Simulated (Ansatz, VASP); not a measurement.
**Al in VASP and in Ansatz**

The input POSCAR:

```
Al
1.0
   -1.6175102217      1.6175102217      1.6175102217
    1.6175102217     -1.6175102217      1.6175102217
    1.6175102217      1.6175102217     -1.6175102217
Al
1
Direct
    0.0000000000      0.0000000000      0.0000000000
```

INCAR.step1

```
SYSTEM = Al
  ALGO = Normal
  EDIFF = 1E-4
  ENCUT = 520
  GGA = PE
  ISMEAR = 0
  LASPH = .True.
  LCHARG = .False.
  LREAL = .False.
  LWAVE = .True.
  NBANDS = 8
  NELM = 80
  PREC = Accurate
  SIGMA = 0.15
```

The input INCAR.step2:

```
SYSTEM = Al
  ALGO = Normal
  EDIFF = 1E-6
  ENCUT = 520
  ISIF = 2
  ISMEAR = 0
  ISTART = 1
  LASPH = .True.
  LCHARG = .False.
  LMIXTAU = .True.
  LREAL = .False.
  LWAVE = .False.
  METAGGA = R2SCAN
  NBANDS = 8
  NELM = 80
  PREC = Accurate
  SIGMA = 0.15
```

KPOINTS

```
k-points
0
Gamma
  28 28 28
  0 0 0
```

Input for Ansatz:

```yaml
crystal:
  lattice:
    - [-1.6175102217, 1.6175102217, 1.6175102217]
    - [1.6175102217, -1.6175102217, 1.6175102217]
    - [1.6175102217, 1.6175102217, -1.6175102217]
  atoms:
    - { symbol: Al, position: [0.0, 0.0, 0.0] }
kpoints:
  mp_grid: { grid: [28, 28, 28] }
hamiltonian:
  xc: r2scan
  pseudopotentials: { kind: paw, source: jth }
scf:
  occupations: { method: gaussian, width: 0.15 }
output:
  forces: true
  eigenvalues: true
  stress: true
```

Alike in both runs: task single point; functional r2SCAN; k mesh 28 × 28 × 28; occupations gaussian, width 0.15 eV; no spin polarisation.

```csv
,VASP,Ansatz
version,VASP 6.6.1,Ansatz 0.2.0
potentials or method,"VASP PAW PBE potentials, release 64 (Al)","scalar-relativistic, plane waves, PAW"
plane-wave cutoff (eV),520,570
valence electrons in the cell,3,3
```

|  | VASP | Ansatz | Ansatz less VASP |
| --- | --- | --- | --- |
| gap on the k mesh at the Fermi level (eV) | none | none | - |
| pressure (GPa) | -3.6 | -2.7 | +0.88 |

VASP's potentials were made for PBE, not for r2SCAN. A gap of «none» marks a metal or a gap that the smearing closes. Ansatz's warnings: radial quadrature taken.
